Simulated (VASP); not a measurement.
# Bi (Pm-3m) in VASP: further runs, part 2 of 2

VASP 6.6.1. The steps go on from the part before.

## 4. Single point, PBE (39.43 Å³/atom)

This run uses another cell than the first one, of 39.43 Å³/atom.

File INCAR:

```
PREC     = Accurate       # precision mode
ENCUT    = 520            # plane-wave cutoff, eV
EDIFF    = 1E-6           # SCF threshold, eV
ISMEAR   = -1             # smearing method
SIGMA    = 0.1            # smearing width, eV
LREAL    = F              # projectors in reciprocal space
LASPH    = T              # aspherical terms in the spheres
NELM     = 80             # most SCF steps
ALGO     = Normal         # electronic algorithm
ISIF     = 2              # what is computed and relaxed
LWAVE    = F              # write WAVECAR
LCHARG   = F              # write CHGCAR
GGA      = PE             # functional
NBANDS   = 14             # bands
```

File KPOINTS:

```
regular mesh
0
Gamma
  16 16 16
```

File POSCAR:

```
Bi
1.0
    3.4035799987      0.0000000000      0.0000000000
    0.0000000000      3.4035799987      0.0000000000
    0.0000000000      0.0000000000      3.4035799987
Bi
1
Direct
    0.0000000000      0.0000000000      0.0000000000
```

Potentials or basis: VASP PAW PBE potentials, release 64 (Bi_d).

Run with:

```
> cat potpaw_PBE.64/Bi_d/POTCAR > POTCAR
> mpirun -np 1 vasp_std > vasp.out
```

OUTCAR:

```text
PREC = Accurate
   ENCUT = 520
   EDIFF = 1E-6
   ISMEAR = -1
   LREAL = F
   LASPH = T
   NELM = 80
   ISIF = 2
   GGA = PE

 ion  position               nearest neighbor table
   1  0.000  0.000  0.000-

  LATTYP: Found a simple cubic cell.
 ALAT       =     3.4035799987

  Lattice vectors:

 A1 = (   3.4035799987,   0.0000000000,   0.0000000000)
 A2 = (   0.0000000000,   3.4035799987,   0.0000000000)
 A3 = (   0.0000000000,   0.0000000000,   3.4035799987)

Analysis of symmetry for initial positions (statically):
=====================================================================
 Subroutine PRICEL returns:
 Original cell was already a primitive cell.

 Routine SETGRP: Setting up the symmetry group for a
 simple cubic supercell.

 Subroutine GETGRP returns: Found 48 space group operations
 (whereof 48 operations were pure point group operations)
 out of a pool of 48 trial point group operations.

The static configuration has the point symmetry O_h .

Analysis of symmetry for dynamics (positions and initial velocities):
=====================================================================
[... 169 lines left out ...]
      5     -17.5099      2.00000
      6      -7.2197      2.00000
      7       7.8817      0.00000
      8       7.8817      0.00000
      9       7.8817      0.00000
     10      10.7056      0.00000
     11      12.5430      0.00000
     12      12.5430      0.00000
     13      21.4642      0.00000
     14      21.4642      0.00000
[... 377 lines left out ...]
      1     -17.6856      2.00000
      2     -17.5711      2.00000
      3     -17.5609      2.00000
      4     -17.5253      2.00000
      5     -17.5133      2.00000
      6      -5.6140      2.00000
      7       1.0844      2.00000
      8       7.6777      0.00000
      9       9.5438      0.00000
     10      12.7701      0.00000
     11      14.4335      0.00000
     12      15.2042      0.00000
     13      16.4107      0.00000
     14      16.7171      0.00000

 [... further k-points ...]

------------------------ aborting loop because EDIFF is reached ----------------------------------------

  FORCE on cell =-STRESS in cart. coord.  units (eV):
  Direction    XX          YY          ZZ          XY          YZ          ZX
  --------------------------------------------------------------------------------------
  -------------------------------------------------------------------------------------
  Total       -0.9877051     -0.9877051     -0.9877051     -0.0000000     -0.0000000     -0.0000000
  in kB      -40.1356195    -40.1356195    -40.1356195     -0.0000000     -0.0000000     -0.0000000
  external PRESSURE =     -40.1356195 kB  Pullay stress =       0.0000000 kB

 VOLUME and BASIS-vectors are now :
 -----------------------------------------------------------------------------
  energy-cutoff  :      520.00
  volume of cell :       39.43
      direct lattice vectors                 reciprocal lattice vectors
     3.403579999  0.000000000  0.000000000     0.293808284  0.000000000  0.000000000
     0.000000000  3.403579999  0.000000000     0.000000000  0.293808284  0.000000000
     0.000000000  0.000000000  3.403579999     0.000000000  0.000000000  0.293808284

 POSITION                                       TOTAL-FORCE (eV/Angst)
 -----------------------------------------------------------------------------------
      0.00000      0.00000      0.00000         0.000000      0.000000      0.000000
 -----------------------------------------------------------------------------------
    total drift:                               -0.000000      0.000000     -0.000000

  FREE ENERGIE OF THE ION-ELECTRON SYSTEM (eV)
  ---------------------------------------------------
  free  energy   TOTEN  =        -3.7905879090 eV

  energy  without entropy=       -3.7662303683  energy(sigma->0) =       -3.77840914
```

OSZICAR:

```text
N       E                     dE             d eps       ncg     rms          rms(c)
DAV:   1     0.113506386265E+03    0.11351E+03   -0.76247E+03  4644   0.113E+03
DAV:   2     0.315174598810E+01   -0.11035E+03   -0.10710E+03  4962   0.325E+02
DAV:   3    -0.361026883922E+01   -0.67620E+01   -0.67383E+01  5856   0.806E+01
DAV:   4    -0.378085369286E+01   -0.17058E+00   -0.17054E+00  5978   0.139E+01
DAV:   5    -0.378840982160E+01   -0.75561E-02   -0.75559E-02  6730   0.262E+00    0.499E-01
DAV:   6    -0.378872697984E+01   -0.31716E-03   -0.77370E-03  6368   0.110E+00    0.311E-01
DAV:   7    -0.379045798264E+01   -0.17310E-02   -0.49873E-03  6240   0.924E-01    0.839E-02
DAV:   8    -0.379058883408E+01   -0.13085E-03   -0.60729E-04  5970   0.353E-01    0.120E-02
DAV:   9    -0.379058821839E+01    0.61569E-06   -0.16130E-05  6414   0.426E-02    0.838E-03
DAV:  10    -0.379058790902E+01    0.30937E-06   -0.77501E-06  5836   0.396E-02
   1 F= -.37905879E+01 E0= -.37784091E+01  d E =-.243575E-01
```

stdout:

```text
POSCAR found type information on POSCAR Bi
 POSCAR found :  1 types and       1 ions
 scaLAPACK will be used
 LDA part: xc-table for (Slater+PW92), standard interpolation
 POSCAR, INCAR and KPOINTS ok, starting setup
 FFT: planning ... GRIDC
 FFT: planning ... GRID_SOFT
 FFT: planning ... GRID
 WAVECAR not read
 entering main loop
```

It took 1.7 min on 1 thread of Intel Xeon 8259CL, shared host; peak memory 0.21 GiB.

What came out:

```yaml
Free_energy: -3.7906 eV
Pressure: -4.0 GPa
Band_gap_on_the_k_mesh: zero (an odd number of electrons rules out a gap without spin polarisation)
```

Caveat: the cell stands under tension; spin-orbit coupling is left out, which moves the levels of the heavy elements.

## 5. Overview

| cell | gap on the mesh (eV) | pressure (GPa) |
| --- | --- | --- |
| a = 3.321 Å, 1 atom | none | -1.7 |
| a = 3.363 Å, 1 atom | none | -3.0 |
| a = 3.404 Å, 1 atom | none | -4.0 |

Alike in all rows: task single point; level PBE; potentials or basis VASP PAW PBE potentials, release 64 (Bi_d); no spin polarisation; k mesh 16 × 16 × 16; cutoff (eV) 520; smearing fermi-dirac 0.1 eV.

Caveats: spin-orbit coupling is left out, which moves the levels of the heavy elements; the cell stands under tension (at least some runs).

Total energies depend on the potentials used, so only differences within one code and one set of settings carry meaning.
